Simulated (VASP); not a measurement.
# PbS (Galena) (Fm-3m) in VASP: notebook, part 2 of 2

VASP 6.6.1. The steps go on from the part before.

### Step 4. Single point, revPBE

This run uses another cell than the first one, of 27.84 Å³/atom, 1.067 times its volume.

File INCAR:

```
  ALGO = Normal
  EDIFF = 1E-6
  ENCUT = 520
  GGA = RE
  ISIF = 2
  ISMEAR = -1
  LASPH = True
  LCHARG = False
  LREAL = False
  LWAVE = False
  NBANDS = 17
  NELM = 80
  PREC = Accurate
  SIGMA = 0.05
```

File KPOINTS:

```
k-points
0
Gamma
  8 8 8
```

File POSCAR:

```
PbS
1.0
    0.0000000000      3.0306312851      3.0306312851
    3.0306312851      0.0000000000      3.0306312851
    3.0306312851      3.0306312851      0.0000000000
Pb S
1 1
Direct
    0.0000000000      0.0000000000      0.0000000000
    0.5000000000      0.5000000000      0.5000000000
```

Potentials or basis: VASP PAW PBE potentials, release 64 (Pb_d, S).

Started as:

```bash
cat potpaw_PBE.64/Pb_d/POTCAR potpaw_PBE.64/S/POTCAR > POTCAR
mpirun -np 1 vasp_std > vasp.out
```

OUTCAR:

```text
EDIFF = 1E-6
   ENCUT = 520
   GGA = RE
   ISIF = 2
   ISMEAR = -1
   LASPH = True
   LREAL = False
   NELM = 80
   PREC = Accurate

 ion  position               nearest neighbor table
   1  0.000  0.000  0.000-   2 3.03   2 3.03   2 3.03   2 3.03   2 3.03   2 3.03
   2  0.500  0.500  0.500-   1 3.03   1 3.03   1 3.03   1 3.03   1 3.03   1 3.03

  LATTYP: Found a face centered cubic cell.
 ALAT       =     6.0612625702

  Lattice vectors:

 A1 = (   0.0000000000,   3.0306312851,   3.0306312851)
 A2 = (   3.0306312851,   0.0000000000,   3.0306312851)
 A3 = (   3.0306312851,   3.0306312851,   0.0000000000)

Analysis of symmetry for initial positions (statically):
=====================================================================
 Subroutine PRICEL returns:
 Original cell was already a primitive cell.

 Routine SETGRP: Setting up the symmetry group for a
 face centered cubic supercell.

 Subroutine GETGRP returns: Found 48 space group operations
[... 9 lines left out ...]

 Routine SETGRP: Setting up the symmetry group for a
 face centered cubic supercell.

 Subroutine GETGRP returns: Found 48 space group operations
[... 11 lines left out ...]
                                     Primitive cell

  volume of cell :      55.6710

  direct lattice vectors                    reciprocal lattice vectors
     0.000000000  3.030631285  3.030631285    -0.164982128  0.164982128  0.164982128
     3.030631285  0.000000000  3.030631285     0.164982128 -0.164982128  0.164982128
     3.030631285  3.030631285  0.000000000     0.164982128  0.164982128 -0.164982128

  length of vectors
     4.285959866  4.285959866  4.285959866     0.285757429  0.285757429  0.285757429

  position of ions in fractional coordinates (direct lattice)
     0.000000000  0.000000000  0.000000000
     0.500000000  0.500000000  0.500000000

  ion indices of the primitive-cell ions
   primitive index   ion index
                 1           1
                 2           2

----------------------------------------------------------------------------------------

 KPOINTS: k-points

Automatic generation of k-mesh.
 Grid dimensions read from file:
 generate k-points for:    8    8    8

 Generating k-lattice:

  Cartesian coordinates                     Fractional coordinates (reciprocal lattice)
    -0.020622766  0.020622766  0.020622766     0.125000000  0.000000000  0.000000000
     0.020622766 -0.020622766  0.020622766     0.000000000  0.125000000  0.000000000
     0.020622766  0.020622766 -0.020622766     0.000000000  0.000000000  0.125000000

  Length of vectors
     0.035719679  0.035719679  0.035719679

  Shift w.r.t. Gamma in fractional coordinates (k-lattice)
     0.000000000  0.000000000  0.000000000

 Subroutine IBZKPT returns following result:
 ===========================================

 Found     29 irreducible k-points:

 Following reciprocal coordinates:
            Coordinates               Weight
  0.000000  0.000000  0.000000      1.000000
  0.125000  0.000000  0.000000      8.000000
  0.250000  0.000000  0.000000      8.000000
  0.375000  0.000000  0.000000      8.000000
  0.500000  0.000000  0.000000      4.000000
  0.125000  0.125000  0.000000      6.000000
[... 16 lines left out ...]
  0.500000  0.250000  0.125000     48.000000
 -0.375000  0.250000  0.125000     24.000000
 [... further k-points ...]
   k-points           NKPTS =     29   k-points in BZ     NKDIM =     29   number of bands    NBANDS=     17
   number of dos      NEDOS =    301   number of ions     NIONS =      2
   total plane-waves  NPLWV =  32768
   dimension x,y,z NGX =    32 NGY =   32 NGZ =   32
   dimension x,y,z NGXF=    64 NGYF=   64 NGZF=   64
   ions per type =               1   1
   NGX,Y,Z   is equivalent  to a cutoff of  12.41, 12.41, 12.41 a.u.
   NGXF,Y,Z  is equivalent  to a cutoff of  24.82, 24.82, 24.82 a.u.
 SYSTEM =  unknown system
   PREC   = accura    normal or accurate (medium, high low for compatibility)
   ISTART =      0    job   : 0-new  1-cont  2-samecut
   ICHARG =      2    charge: 1-file 2-atom 10-const
   ISPIN  =      1    spin polarized calculation?
   LNONCOLLINEAR =      F non collinear calculations
   LSORBIT =      F    spin-orbit coupling
   LASPH  =      T    aspherical Exc in radial PAW
   ENCUT  =  520.0 eV  38.22 Ry    6.18 a.u.   7.97  7.97  7.97*2*pi/ulx,y,z
   NELM   =     80;   NELMIN=  2; NELMDL= -5     # of ELM steps
   EDIFF  = 0.1E-05   stopping-criterion for ELM
   LREAL  =      F    real-space projection
   EDIFFG = 0.1E-04   stopping-criterion for IOM
   NSW    =      0    number of steps for IOM
   IBRION =     -1    ionic relax: 0-MD 1-quasi-New 2-CG
   NFREE  =      0    steps in history (QN), initial steepest desc. (CG)
   ISIF   =      2    stress and relaxation
   ISYM   =      2    0-nonsym 1-usesym 2-fastsym
   POTIM  = 0.5000    time-step for ionic-motion
   TEBEG  =    0.0;   TEEND  =   0.0 temperature during run
   PSTRESS=    0.0 pullay stress
   NELECT =      20.0000    total number of electrons
   NUPDOWN=      -1.0000    fix difference up-down
   EMIN   =  10.00;   EMAX   =-10.00  energy-range for DOS
   EFERMI =   0.00;   METHOD = LEGACY
   ISMEAR =    -1;   SIGMA  =   0.05  broadening in eV -4-tet -1-fermi 0-gaus
   EFERMI_NEDOS =   21; number of points for ismear=-14 and -15
   IALGO  =     38    algorithm
   IMIX   =      4    mixing-type and parameters
     AMIX     =   0.40;   BMIX     =  1.00
     AMIX_MAG =   1.60;   BMIX_MAG =  1.00
  volume/ion in A,a.u.               =      27.84       187.84
  Fermi-wavevector in a.u.,A,eV,Ry     =   1.163791  2.199246 18.427866  1.354410
  Thomas-Fermi vector in A             =   2.300337
   LORBIT       =      0    0 simple, 1 ext, 2 COOP (PROOUT), +10 PAW based schemes
   GGA     = RE    functional components
   LHFCALC =     F    Hartree Fock is set to
   AEXX    =    0.0000 exact exchange contribution
   IVDW    =     0    specifies the selected vdW correction
   LEPSILON=     F    determine dielectric tensor
   LRPA    =     F    only Hartree local field effects (RPA)
 non-spin polarized calculation
  energy-cutoff  :      520.00
  volume of cell :       55.67
 maximum number of plane-waves:      1524
   NGX = 15   NGY = 15   NGZ = 15

 number of electron      20.0000006 magnetization

 Free energy of the ion-electron system (eV)
  ---------------------------------------------------
  ext. energy  EPLUGINS =         0.00000000
  ---------------------------------------------------
  free energy    TOTEN  =        -8.18488251 eV

  energy without entropy =       -8.18486558  energy(sigma->0) =       -8.18487405

 E-fermi :   5.3545     XC(G=0):  -9.2522

 val. band max:        5.0271940212   @ k =   0.5000   0.0000   0.0000
 cond. band min:       5.6818126673   @ k =   0.5000   0.0000   0.0000
 fundamental gap:      0.6546186462
 Fermi energy:         5.3545327792

 k-point     1 :       0.0000    0.0000    0.0000
  band No.  band energies     occupation
      1     -11.7032      2.00000
      2     -11.7032      2.00000
      3     -11.7032      2.00000
      4     -11.6821      2.00000
      5     -11.6821      2.00000
      6      -7.9411      2.00000
[... 9 lines left out ...]
     16      12.0123      0.00000
     17      14.0616      0.00000

 k-point     2 :       0.1250    0.0000    0.0000
  band No.  band energies     occupation
      1     -11.7025      2.00000
      2     -11.7004      2.00000
      3     -11.7004      2.00000
      4     -11.6831      2.00000
      5     -11.6831      2.00000
      6      -7.8222      2.00000
[... 9 lines left out ...]
     16      12.3535      0.00000
     17      15.0211      0.00000

 k-point     3 :       0.2500    0.0000    0.0000
  band No.  band energies     occupation
      1     -11.7011      2.00000
      2     -11.7007      2.00000
      3     -11.7007      2.00000
      4     -11.6784      2.00000
      5     -11.6784      2.00000
      6      -7.4950      2.00000
[... 392 lines left out ...]
 k-point    23 :       0.5000    0.2500    0.1250
  band No.  band energies     occupation
      1     -11.7269      2.00000
      2     -11.6996      2.00000
      3     -11.6921      2.00000
      4     -11.6761      2.00000
      5     -11.6665      2.00000
      6      -6.8619      2.00000
[... 9 lines left out ...]
     16      15.3576      0.00000
     17      16.2985      0.00000

 k-point    24 :      -0.3750    0.2500    0.1250
  band No.  band energies     occupation
      1     -11.7310      2.00000
      2     -11.6985      2.00000
      3     -11.6875      2.00000
      4     -11.6799      2.00000
      5     -11.6637      2.00000
      6      -6.6846      2.00000
[... 9 lines left out ...]
     16      16.0245      0.00000
     17      16.2307      0.00000

 [... further k-points ...]

------------------------ aborting loop because EDIFF is reached ----------------------------------------

  FORCE on cell =-STRESS in cart. coord.  units (eV):
  Direction    XX          YY          ZZ          XY          YZ          ZX
  --------------------------------------------------------------------------------------
  -------------------------------------------------------------------------------------
  Total       -0.0260730     -0.0260730     -0.0260730      0.0000000      0.0000000      0.0000000
  in kB       -0.7503656     -0.7503656     -0.7503656      0.0000000      0.0000000      0.0000000
  external PRESSURE =      -0.7503656 kB  Pullay stress =       0.0000000 kB

 VOLUME and BASIS-vectors are now :
 -----------------------------------------------------------------------------
  energy-cutoff  :      520.00
  volume of cell :       55.67
      direct lattice vectors                 reciprocal lattice vectors
     0.000000000  3.030631285  3.030631285    -0.164982128  0.164982128  0.164982128
     3.030631285  0.000000000  3.030631285     0.164982128 -0.164982128  0.164982128
     3.030631285  3.030631285  0.000000000     0.164982128  0.164982128 -0.164982128

 POSITION                                       TOTAL-FORCE (eV/Angst)
 -----------------------------------------------------------------------------------
      0.00000      0.00000      0.00000         0.000000     -0.000000      0.000000
      3.03063      3.03063      3.03063         0.000000      0.000000     -0.000000
 -----------------------------------------------------------------------------------
    total drift:                                0.000000     -0.000000     -0.000000

  FREE ENERGIE OF THE ION-ELECTRON SYSTEM (eV)
  ---------------------------------------------------
  free  energy   TOTEN  =        -8.1848825123 eV

  energy  without entropy=       -8.1848655830  energy(sigma->0) =       -8.18487405
```

OSZICAR:

```text
N       E                     dE             d eps       ncg     rms          rms(c)
DAV:   1     0.159325352442E+03    0.15933E+03   -0.97134E+03   994   0.120E+03
DAV:   2     0.337091484632E+01   -0.15595E+03   -0.14993E+03  1069   0.309E+02
DAV:   3    -0.841674722828E+01   -0.11788E+02   -0.11697E+02  1280   0.898E+01
DAV:   4    -0.871622792270E+01   -0.29948E+00   -0.29921E+00  1298   0.158E+01
DAV:   5    -0.872810330870E+01   -0.11875E-01   -0.11875E-01  1398   0.303E+00    0.459E+00
DAV:   6    -0.817177327259E+01    0.55633E+00   -0.16101E+00  1495   0.793E+00    0.335E+00
DAV:   7    -0.817722636040E+01   -0.54531E-02   -0.16926E-01  1182   0.200E+00    0.200E+00
DAV:   8    -0.818520815274E+01   -0.79818E-02   -0.24652E-02  1192   0.161E+00    0.408E-01
DAV:   9    -0.818438622633E+01    0.82193E-03   -0.55088E-03  1509   0.609E-01    0.107E-01
DAV:  10    -0.818484997280E+01   -0.46375E-03   -0.83563E-04  1086   0.155E-01    0.992E-02
DAV:  11    -0.818487822144E+01   -0.28249E-04   -0.13944E-04  1367   0.121E-01    0.287E-02
DAV:  12    -0.818488249263E+01   -0.42712E-05   -0.11595E-05  1197   0.270E-02    0.816E-03
DAV:  13    -0.818488251234E+01   -0.19704E-07   -0.37925E-07  1029   0.572E-03
   1 F= -.81848825E+01 E0= -.81848740E+01  d E =-.169293E-04
```

Run time: 11 s. Hardware: 1 thread of Intel Xeon Platinum 8488C (Sapphire Rapids), shared host; peak memory 0.18 GiB.

What came out:

```yaml
Free_energy: -8.1849 eV
Pressure: -0.1 GPa
Band_gap_on_the_k_mesh: 0.65 eV, direct
```

Levels at points of the mesh, in eV from the valence-band top:
| k point | band 7 | band 8 | band 9 | band 10 | band 11 | band 12 | band 13 | band 14 |
| --- | --- | --- | --- | --- | --- | --- | --- | --- |
| (0.00, 0.00, 0.00) | -6.07 | -1.81 | -1.81 | -1.81 | 5.12 | 5.12 | 5.12 | 6.99 |
| (0.50, 0.00, 0.00) | -8.41 | -1.46 | -1.46 | 0.00 | 0.65 | 2.19 | 2.19 | 8.76 |
| (0.50, 0.50, 0.00) | -7.04 | -4.57 | -2.96 | -2.96 | 4.28 | 5.47 | 5.54 | 5.54 |

Caveat: the PAW data sets were made with another functional, which shifts forces and pressure a little; spin-orbit coupling is left out, which moves the levels of the heavy elements. A k mesh can miss the band edges.

### Step 5. Single point, r2SCAN+D4

This run uses another cell than the first one, of 26.35 Å³/atom, 1.010 times its volume.

File POSCAR:

```
PbS
1.0
    0.0000000000      2.9756227884      2.9756227884
    2.9756227884      0.0000000000      2.9756227884
    2.9756227884      2.9756227884      0.0000000000
Pb S
1 1
Direct
    0.0000000000      0.0000000000      0.0000000000
    0.5000000000      0.5000000000      0.5000000000
```

File INCAR.step1:

```
ALGO     = Normal         # electronic algorithm
EDIFF    = 1E-4           # SCF threshold, eV
ENCUT    = 520            # plane-wave cutoff, eV
GGA      = PE             # functional
ISMEAR   = -1             # smearing method
LASPH    = T              # aspherical terms in the spheres
LCHARG   = F              # write CHGCAR
LREAL    = F              # projectors in reciprocal space
LWAVE    = T              # write WAVECAR
NBANDS   = 17             # bands
NELM     = 80             # most SCF steps
PREC     = Accurate       # precision mode
SIGMA    = 0.05           # smearing width, eV
```

File INCAR.step2:

```
ALGO     = Normal         # electronic algorithm
EDIFF    = 1E-7           # SCF threshold, eV
ENCUT    = 520            # plane-wave cutoff, eV
ISIF     = 2              # what is computed and relaxed
ISMEAR   = -1             # smearing method
ISTART   = 1            
IVDW     = 13             # dispersion correction
LASPH    = T              # aspherical terms in the spheres
LCHARG   = F              # write CHGCAR
LMIXTAU  = T            
LREAL    = F              # projectors in reciprocal space
LWAVE    = F              # write WAVECAR
METAGGA  = R2SCAN         # meta-GGA
NBANDS   = 17             # bands
NELM     = 80             # most SCF steps
PREC     = Accurate       # precision mode
SIGMA    = 0.05           # smearing width, eV
VDW_A1   = 0.51559235   
VDW_A2   = 5.77342911   
VDW_S6   = 1.0          
VDW_S8   = 0.6018749
```

KPOINTS is that of step 4.

Started as:

```bash
cat potpaw_PBE.64/Pb_d/POTCAR potpaw_PBE.64/S/POTCAR > POTCAR
cp INCAR.step1 INCAR
mpirun -np 1 vasp_std > vasp.out
cp INCAR.step2 INCAR
mpirun -np 1 vasp_std > vasp.out
```

Run time: 51 s. Hardware: 1 thread of Intel Xeon Platinum 8488C (Sapphire Rapids), shared host; peak memory 0.19 GiB.

It converged, with:

```
Free energy                : -65.8712 eV
Pressure                   : 0.0 GPa
Band gap on the k mesh     : 0.66 eV, direct
Dispersion energy per atom : -0.130 eV
```

Levels at points of the mesh, in eV from the valence-band top:
| k point | band 7 | band 8 | band 9 | band 10 | band 11 | band 12 | band 13 | band 14 |
| --- | --- | --- | --- | --- | --- | --- | --- | --- |
| (0.00, 0.00, 0.00) | -6.12 | -2.28 | -2.28 | -2.28 | 5.53 | 5.53 | 5.53 | 7.17 |
| (0.50, 0.00, 0.00) | -9.05 | -1.88 | -1.88 | 0.00 | 0.66 | 2.21 | 2.21 | 9.16 |
| (0.50, 0.50, 0.00) | -7.34 | -5.29 | -3.54 | -3.54 | 4.20 | 5.98 | 6.06 | 6.06 |

Caveat: the PAW data sets were made with another functional, which shifts forces and pressure a little; spin-orbit coupling is left out, which moves the levels of the heavy elements.

### Step 6. Relaxation of cell and atoms, BLYP+D3(BJ)

File INCAR:

```
SYSTEM = PbS
PREC     = Accurate       ! precision mode
ENCUT    = 600            ! plane-wave cutoff, eV
EDIFF    = 1E-6           ! SCF threshold, eV
ISMEAR   = -1             ! smearing method
SIGMA    = 0.05           ! smearing width, eV
LREAL    = .False.        ! projectors in reciprocal space
LASPH    = .True.         ! aspherical terms in the spheres
NELM     = 60             ! most SCF steps
ALGO     = Normal         ! electronic algorithm
ISIF     = 3              ! what is computed and relaxed
LWAVE    = .False.        ! write WAVECAR
LCHARG   = .False.        ! write CHGCAR
GGA      = B5             ! functional
ALDAX    = 1.0          
AGGAX    = 1.0          
AGGAC    = 1.0          
ALDAC    = 0.0          
IVDW     = 12             ! dispersion correction
VDW_S6   = 1.0          
VDW_S8   = 2.6996       
VDW_A1   = 0.4298       
VDW_A2   = 4.2359       
IBRION   = 2              ! ionic algorithm
NSW      = 60             ! ionic steps
EDIFFG   = -0.01          ! ionic threshold
```

File KPOINTS:

```
regular mesh
0
Gamma
  8 8 8
  0 0 0
```

File POSCAR:

```
PbS
1.0
    0.0000000000      2.9657500000      2.9657500000
    2.9657500000      0.0000000000      2.9657500000
    2.9657500000      2.9657500000      0.0000000000
Pb S
1 1
Direct
    0.0000000000      0.0000000000      0.0000000000
    0.5000000000      0.5000000000      0.5000000000
```

Potentials or basis: VASP PAW PBE potentials, release 64 (Pb_d, S).

Started as:

```bash
cat potpaw_PBE.64/Pb_d/POTCAR potpaw_PBE.64/S/POTCAR > POTCAR
mpirun -np 1 vasp_std > vasp.out
```

Run time: 54 s. Hardware: 1 thread of Intel Xeon Platinum 8488C (Sapphire Rapids), shared host; peak memory 0.22 GiB.

It converged, with:

```
Free energy                            : -9.2734 eV
Relaxed volume                         : 26.60 Å³/atom
Relaxed cell                           : a = 4.221 Å, b = 4.221 Å, c = 4.221 Å, α = 60.00°, β = 60.00°, γ = 60.00°
Space group after relaxing (to 0.05 Å) : Fm-3m (No. 225)
Energy gained by relaxing              : 1.8 meV/atom
Ionic steps                            : 3
Pressure after relaxing                : 0.0 GPa
Band gap on the k mesh                 : 0.54 eV, direct
Dispersion energy per atom             : -0.788 eV
```

The path:
```tsv
step	energy change (eV)	largest force (eV/Å)	pressure (GPa)	volume (Å³)
1	0.0000	0.0000	1.13	52.17
2	-0.0031	0.0000	-0.40	53.57
3	-0.0036	0.0000	-0.01	53.20
```

Final structure:
```
Pb S
1.0
     0.00000    2.98504    2.98504
     2.98504    0.00000    2.98504
     2.98504    2.98504    0.00000
Pb S
1 1
Direct
  0.00000 0.00000 0.00000
  0.50000 0.50000 0.50000
```

Levels at points of the mesh, in eV from the valence-band top:
```csv
k point,band 6,band 7,band 8,band 9,band 10,band 11,band 12,band 13,band 14
"(0.00, 0.00, 0.00)",-13.36,-6.12,-2.03,-2.03,-2.03,5.08,5.08,5.08,7.01
"(0.50, 0.00, 0.00)",-12.17,-8.75,-1.63,-1.63,0.00,0.54,2.03,2.03,9.00
"(0.50, 0.50, 0.00)",-11.78,-7.24,-4.91,-3.24,-3.24,4.28,5.54,5.56,5.56
```

Caveat: the PAW data sets were made with another functional, which shifts forces and pressure a little; spin-orbit coupling is left out, which moves the levels of the heavy elements.

### Step 7. Overview

| task | level | cell | k mesh | cutoff (eV) | gap on the mesh (eV) | pressure (GPa) |
| --- | --- | --- | --- | --- | --- | --- |
| single point | PBE | a = 4.194 Å, angles 60.0°, 2 atoms | 6 × 6 × 6 | 520 | 0.37 | 2.1 |
| single point | BLYP+D3(BJ) | a = 4.219 Å, angles 60.0°, 2 atoms | 8 × 8 × 8 | 520 | 0.54 | 0.0 |
| single point | revPBE | a = 4.286 Å, angles 60.0°, 2 atoms | 8 × 8 × 8 | 520 | 0.65 | -0.1 |
| single point | r2SCAN+D4 | a = 4.208 Å, angles 60.0°, 2 atoms | 8 × 8 × 8 | 520 | 0.66 | 0.0 |
| relaxation of cell and atoms | BLYP+D3(BJ) | relaxed from a = 4.194 Å, angles 60.0°, 2 atoms | 8 × 8 × 8 | 600 | 0.54 | 0.0 |

Alike in all rows: potentials or basis VASP PAW PBE potentials, release 64 (Pb_d, S); no spin polarisation; smearing fermi-dirac 0.05 eV.

Caveats: spin-orbit coupling is left out, which moves the levels of the heavy elements; the PAW data sets were made with another functional, which shifts forces and pressure a little (some runs).

Absolute energies hang on the potentials; compare differences alone.
